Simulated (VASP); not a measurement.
# InSe (C2/m) in VASP: a series of runs, part 2 of 2

VASP 6.6.1. Earlier steps stand in the parts before.

### 3 Single point, PBEsol (29.70 Å³/atom)

This run uses another cell than the first one, of 29.70 Å³/atom.

The input, INCAR:

```
ALGO = Normal ; EDIFF = 1E-6
ENCUT = 520 ; GGA = PS
ISIF = 2 ; ISMEAR = -1
LASPH = True ; LCHARG = True
LELF = True ; LREAL = False
LVHAR = True ; LWAVE = False
NBANDS = 27 ; NELM = 100
PREC = Accurate ; SIGMA = 0.05
```

The input, KPOINTS:

```
k-points
0
Gamma
  7 7 6
```

The input, POSCAR:

```
InSe
1.0
    5.9030647348     -2.0816869103      0.0000000000
    5.9030647348      2.0816869103      0.0000000000
   -1.7459097331      0.0000000000      4.8341359509
In Se
2 2
Direct
    0.8882032500      0.8882032500      0.0468413600
    0.1117967500      0.1117967500      0.9531586400
    0.6609275900      0.6609275900      0.6689556200
    0.3390724100      0.3390724100      0.3310443800
```

Potentials or basis: VASP PAW PBE potentials, release 64 (In_d, Se).

Run with:

```
$ cat potpaw_PBE.64/In_d/POTCAR potpaw_PBE.64/Se/POTCAR > POTCAR
$ mpirun -np 1 vasp_std > vasp.out
```

OUTCAR:

```text
EDIFF = 1E-6
   ENCUT = 520
   GGA = PS
   ISIF = 2
   ISMEAR = -1
   LASPH = True
   LREAL = False
   NELM = 100
   PREC = Accurate

 ion  position               nearest neighbor table
   1  0.888  0.888  0.047-   4 2.72   4 2.72   3 2.73   2 2.84   2 3.76   2 3.76
   2  0.112  0.112  0.953-   3 2.72   3 2.72   4 2.73   1 2.84   1 3.76   1 3.76
   3  0.661  0.661  0.669-   2 2.72   2 2.72   1 2.73
   4  0.339  0.339  0.331-   1 2.72   1 2.72   2 2.73

  LATTYP: Found a base centered monoclinic cell.
 ALAT       =    11.8061294696
 B/A-ratio  =     0.3526451096
 C/A-ratio  =     0.4353462338
 COS(beta)  =    -0.3396874117

  Lattice vectors:

 A1 = (   5.9030647348,  -2.0816869103,   0.0000000000)
 A2 = (   5.9030647348,   2.0816869103,   0.0000000000)
 A3 = (  -1.7459097331,   0.0000000000,   4.8341359509)

Analysis of symmetry for initial positions (statically):
=====================================================================
 Subroutine PRICEL returns:
 Original cell was already a primitive cell.

 Routine SETGRP: Setting up the symmetry group for a
 base centered monoclinic supercell.

 Subroutine GETGRP returns: Found  4 space group operations
 (whereof  4 operations were pure point group operations)
 out of a pool of  4 trial point group operations.

The static configuration has the point symmetry C_2h.

Analysis of symmetry for dynamics (positions and initial velocities):
=====================================================================
 Subroutine PRICEL returns:
 Original cell was already a primitive cell.

 Routine SETGRP: Setting up the symmetry group for a
 base centered monoclinic supercell.

 Subroutine GETGRP returns: Found  4 space group operations
 (whereof  4 operations were pure point group operations)
 out of a pool of  4 trial point group operations.

[... 120 lines left out ...]
   EFERMI_NEDOS =   21; number of points for ismear=-14 and -15
   IALGO  =     38    algorithm
   IMIX   =      4    mixing-type and parameters
     AMIX     =   0.40;   BMIX     =  1.00
     AMIX_MAG =   1.60;   BMIX_MAG =  1.00
  volume/ion in A,a.u.               =      29.70       200.44
  Fermi-wavevector in a.u.,A,eV,Ry     =   1.119581  2.115701 17.054373  1.253461
  Thomas-Fermi vector in A             =   2.256221
   LORBIT       =      0    0 simple, 1 ext, 2 COOP (PROOUT), +10 PAW based schemes
   GGA     = PS    functional components
   LHFCALC =     F    Hartree Fock is set to
   AEXX    =    0.0000 exact exchange contribution
   IVDW    =     0    specifies the selected vdW correction
   LEPSILON=     F    determine dielectric tensor
   LRPA    =     F    only Hartree local field effects (RPA)
 non-spin polarized calculation
  energy-cutoff  :      520.00
  volume of cell :      118.81
 maximum number of plane-waves:      3220
   NGX = 23   NGY = 23   NGZ = 19

 number of electron      38.0000003 magnetization

 Free energy of the ion-electron system (eV)
  ---------------------------------------------------
  ext. energy  EPLUGINS =         0.00000000
  ---------------------------------------------------
  free energy    TOTEN  =       -15.44665510 eV

  energy without entropy =      -15.44665415  energy(sigma->0) =      -15.44665463

 E-fermi :   3.9321     XC(G=0):  -9.0956

 val. band max:        3.4175972757   @ k =  -0.4286  -0.4286   0.1667
 cond. band min:       4.4195722775   @ k =   0.0000   0.0000   0.5000
 fundamental gap:      1.0019750018
 Fermi energy:         3.9320988263

 k-point     1 :       0.0000    0.0000    0.0000
  band No.  band energies     occupation
      1     -10.9222      2.00000
      2     -10.8323      2.00000
      3     -10.6614      2.00000
      4     -10.6350      2.00000
      5     -10.6022      2.00000
      6     -10.6002      2.00000
[... 709 lines left out ...]
     26       9.9118      0.00000
     27      11.1355      0.00000

 [... further k-points ...]

------------------------ aborting loop because EDIFF is reached ----------------------------------------

  FORCE on cell =-STRESS in cart. coord.  units (eV):
  Direction    XX          YY          ZZ          XY          YZ          ZX
  --------------------------------------------------------------------------------------
  -------------------------------------------------------------------------------------
  Total       -2.4630755     -2.0779080     -1.6884750      0.0000000      0.0000000     -0.0356524
  in kB      -33.2159359    -28.0217386    -22.7700200      0.0000000      0.0000000     -0.4807923
  external PRESSURE =     -28.0025649 kB  Pullay stress =       0.0000000 kB

 VOLUME and BASIS-vectors are now :
 -----------------------------------------------------------------------------
  energy-cutoff  :      520.00
  volume of cell :      118.81
      direct lattice vectors                 reciprocal lattice vectors
     5.903064735 -2.081686910  0.000000000     0.084701765 -0.240189818  0.030591120
     5.903064735  2.081686910  0.000000000     0.084701765  0.240189818  0.030591120
    -1.745909733  0.000000000  4.834135951     0.000000000  0.000000000  0.206862200

 POSITION                                       TOTAL-FORCE (eV/Angst)
 -----------------------------------------------------------------------------------
     10.40446      0.00000      0.22644        -0.176145      0.000000      0.024514
     -0.34424      0.00000      4.60770         0.176145      0.000000     -0.024514
      6.63506      0.00000      3.23382        -0.004763      0.000000      0.201145
      3.42516      0.00000      1.60031         0.004763      0.000000     -0.201145
 -----------------------------------------------------------------------------------
    total drift:                               -0.000000     -0.000000      0.000000

  FREE ENERGIE OF THE ION-ELECTRON SYSTEM (eV)
  ---------------------------------------------------
  free  energy   TOTEN  =       -15.4466551026 eV

  energy  without entropy=      -15.4466541483  energy(sigma->0) =      -15.44665463
```

stdout:

```text
POSCAR found type information on POSCAR InSe
 POSCAR found :  2 types and       4 ions
 scaLAPACK will be used
 -----------------------------------------------------------------------------
|                                                                             |
|                                                                             |
|     You enforced a specific xc type in the INCAR file but a different       |
|     I HOPE YOU KNOW WHAT YOU ARE DOING!                                     |
|                                                                             |
 -----------------------------------------------------------------------------

 LDA part: xc-table for (Slater+PW92), standard interpolation
 POSCAR, INCAR and KPOINTS ok, starting setup
 FFT: planning ... GRIDC
 FFT: planning ... GRID_SOFT
 FFT: planning ... GRID
 WAVECAR not read
 entering main loop
```

Run time: 8.5 min. Hardware: 1 thread of Intel Xeon 8259CL, shared host; peak memory 0.45 GiB.

What came out:

```
Free energy            : -15.4467 eV
Pressure               : -2.8 GPa
Largest force          : 0.201 eV/Å
Band gap on the k mesh : 1.00 eV (least direct gap 1.04 eV)
```

Forces on the atoms (eV/Å):
```
In  -0.176  0.000  0.025
In   0.176  0.000 -0.025
Se  -0.005  0.000  0.201
Se   0.005  0.000 -0.201
```

Stress tensor (GPa, compression positive):
```
-3.32  0.00 -0.05
 0.00 -2.80  0.00
-0.05  0.00 -2.28
```

Caveat: the PAW data sets were made with another functional, which shifts forces and pressure a little; spin-orbit coupling is left out, which moves the levels of the heavy elements. A k mesh can miss the band edges.

### 4 Relaxation of cell and atoms, revPBE+D3(BJ)

This run uses another cell than the first one, of 28.56 Å³/atom.

The input, INCAR:

```
SYSTEM = InSe
PREC     = Accurate       ! precision mode
ENCUT    = 600            ! plane-wave cutoff, eV
EDIFF    = 1E-7           ! SCF threshold, eV
ISMEAR   = -1             ! smearing method
SIGMA    = 0.05           ! smearing width, eV
LREAL    = .FALSE.        ! projectors in reciprocal space
LASPH    = .TRUE.         ! aspherical terms in the spheres
NELM     = 80             ! most SCF steps
ALGO     = Normal         ! electronic algorithm
ISIF     = 3              ! what is computed and relaxed
LWAVE    = .FALSE.        ! write WAVECAR
LCHARG   = .FALSE.        ! write CHGCAR
GGA      = RE             ! functional
IVDW     = 12             ! dispersion correction
IBRION   = 2              ! ionic algorithm
NSW      = 60             ! ionic steps
EDIFFG   = -0.01          ! ionic threshold
```

The input, KPOINTS:

```
Automatic mesh
0
G
  7 7 6
  0 0 0
```

The input, POSCAR:

```
InSe
1.0
    5.8263928781     -2.0546489550      0.0000000000
    5.8263928781      2.0546489550      0.0000000000
   -1.7232330140      0.0000000000      4.7713478577
In Se
2 2
Direct
    0.8882032500      0.8882032500      0.0468413600
    0.1117967500      0.1117967500      0.9531586400
    0.6609275900      0.6609275900      0.6689556200
    0.3390724100      0.3390724100      0.3310443800
```

Run with:

```
$ cat potpaw_PBE.64/In_d/POTCAR potpaw_PBE.64/Se/POTCAR > POTCAR
$ mpirun -np 1 vasp_std > vasp.out
```

Run time: 67 min. Hardware: 1 thread of AMD EPYC 9R45 (Zen 5), shared host; peak memory 0.49 GiB.

Results (log left out):

| Property | Result |
| --- | --- |
| Free energy | -15.3508 eV |
| Relaxed volume | 25.14 Å³/atom |
| Relaxed cell | a = 6.323 Å, b = 6.323 Å, c = 4.362 Å, α = 109.80°, β = 109.80°, γ = 38.15° |
| Space group after relaxing (to 0.1 Å) | C2/m (No. 12) |
| Energy gained by relaxing | 32.7 meV/atom |
| Ionic steps | 30 |
| Pressure after relaxing | 0.0 GPa |
| Largest force after relaxing | 0.009 eV/Å |
| Band gap on the k mesh | 0.47 eV (least direct gap 1.11 eV) |
| Dispersion energy per atom | -0.669 eV |

Forces in eV/Å, atoms in the order of the input:
```
In   0.006  0.000 -0.005
In  -0.006  0.000  0.005
Se   0.004  0.000  0.009
Se  -0.004  0.000 -0.009
```

The path:
| step | energy change (eV) | largest force (eV/Å) | pressure (GPa) | volume (Å³) |
| --- | --- | --- | --- | --- |
| 1 | 0.0000 | 0.3268 | -0.65 | 114.24 |
| 2 | -0.0169 | 0.3048 | -0.25 | 112.33 |
| 3 | -0.0282 | 0.2664 | 0.53 | 109.18 |
| 4 | -0.0381 | 0.2247 | 0.44 | 108.70 |
| 5 | -0.0625 | 0.1867 | 0.20 | 107.24 |
| 6 | -0.0853 | 0.1375 | -0.10 | 104.30 |
| 7 | -0.0951 | 0.0811 | 0.09 | 103.80 |
| 8 | -0.0990 | 0.2060 | 0.33 | 103.25 |
| 9 | -0.1065 | 0.1446 | 0.04 | 103.41 |
| 10 | -0.1123 | 0.0982 | -0.49 | 103.70 |
| 11 | -0.1153 | 0.1084 | -0.06 | 102.73 |
| 12 | -0.1155 | 0.1140 | 0.09 | 102.39 |
| 13 | -0.1171 | 0.0996 | 0.10 | 102.25 |
| 14 | -0.1207 | 0.0813 | 0.12 | 101.83 |
| 15 | -0.1212 | 0.1848 | 0.21 | 100.98 |
| 16 | -0.1221 | 0.1263 | 0.17 | 101.36 |
| 17 | -0.1235 | 0.0763 | -0.09 | 101.55 |
| 18 | -0.1235 | 0.1223 | -0.39 | 101.77 |
| 19 | -0.1237 | 0.0986 | -0.25 | 101.67 |
| 20 | -0.1253 | 0.0883 | -0.15 | 101.36 |
| 21 | -0.1273 | 0.0677 | 0.06 | 100.75 |
| 22 | -0.1268 | 0.1494 | 0.49 | 99.52 |
| 23 | -0.1278 | 0.1001 | 0.24 | 100.23 |
| 24 | -0.1293 | 0.0572 | 0.14 | 100.30 |
| 25 | -0.1296 | 0.0329 | 0.06 | 100.35 |
| 26 | -0.1301 | 0.0244 | -0.02 | 100.50 |
| 27 | -0.1304 | 0.0292 | -0.16 | 100.78 |
| 28 | -0.1308 | 0.0118 | 0.01 | 100.55 |
| 29 | -0.1308 | 0.0106 | 0.03 | 100.53 |
| 30 | -0.1308 | 0.0094 | 0.01 | 100.56 |

Final structure:
```cif
data_structure
_symmetry_space_group_name_H-M 'P 1'
_symmetry_Int_Tables_number 1
_cell_length_a 6.3226
_cell_length_b 6.3226
_cell_length_c 4.3617
_cell_angle_alpha 109.795
_cell_angle_beta 109.795
_cell_angle_gamma 38.152
_cell_volume 100.56
loop_
_atom_site_label
_atom_site_type_symbol
_atom_site_fract_x
_atom_site_fract_y
_atom_site_fract_z
_atom_site_occupancy
In1 In 0.88372 0.88372 0.00535 1
In2 In 0.11628 0.11628 0.99465 1
Se1 Se 0.65051 0.65051 0.62638 1
Se2 Se 0.34949 0.34949 0.37362 1
```

Levels at points of the mesh, in eV from the valence-band top:
```
           k point  band 17  band 18  band 19  band 20  band 21  band 22
(0.00, 0.00, 0.00)    -2.57    -1.99    -1.78     2.31     3.73     4.31
(0.00, 0.00, 0.50)    -1.89    -1.33    -0.23     0.87     2.59     3.15
```

Caveat: the PAW data sets were made with another functional, which shifts forces and pressure a little; spin-orbit coupling is left out, which moves the levels of the heavy elements. A k mesh can miss the band edges.

### 5 Summary

| task | level | potentials or basis | cell | cutoff (eV) | gap on the mesh (eV) | pressure (GPa) | largest force (eV/Å) |
| --- | --- | --- | --- | --- | --- | --- | --- |
| single point | LDA | VASP PAW LDA potentials, release 64 (In_d, Se) | a = 6.219, b = 6.219, c = 5.107 Å, angles 108.7, 108.7, 38.8°, 4 atoms | 520 | 0.97 | -3.5 | 0.21 |
| single point | PBEsol | VASP PAW PBE potentials, release 64 (In_d, Se) | a = 6.259, b = 6.259, c = 5.140 Å, angles 108.7, 108.7, 38.8°, 4 atoms | 520 | 1.00 | -2.8 | 0.20 |
| relaxation of cell and atoms | revPBE+D3(BJ) | VASP PAW PBE potentials, release 64 (In_d, Se) | relaxed from a = 6.178, b = 6.178, c = 5.073 Å, angles 108.7, 108.7, 38.8°, 4 atoms | 600 | 0.47 | 0.0 | 0.01 |

Alike in all rows: no spin polarisation; k mesh 7 × 7 × 6; smearing fermi-dirac 0.05 eV.

Caveats: spin-orbit coupling is left out, which moves the levels of the heavy elements; the PAW data sets were made with another functional, which shifts forces and pressure a little (at least some runs); the cell stands under tension (at least some runs).

Total energies depend on the potentials used, so only differences within one code and one set of settings carry meaning.
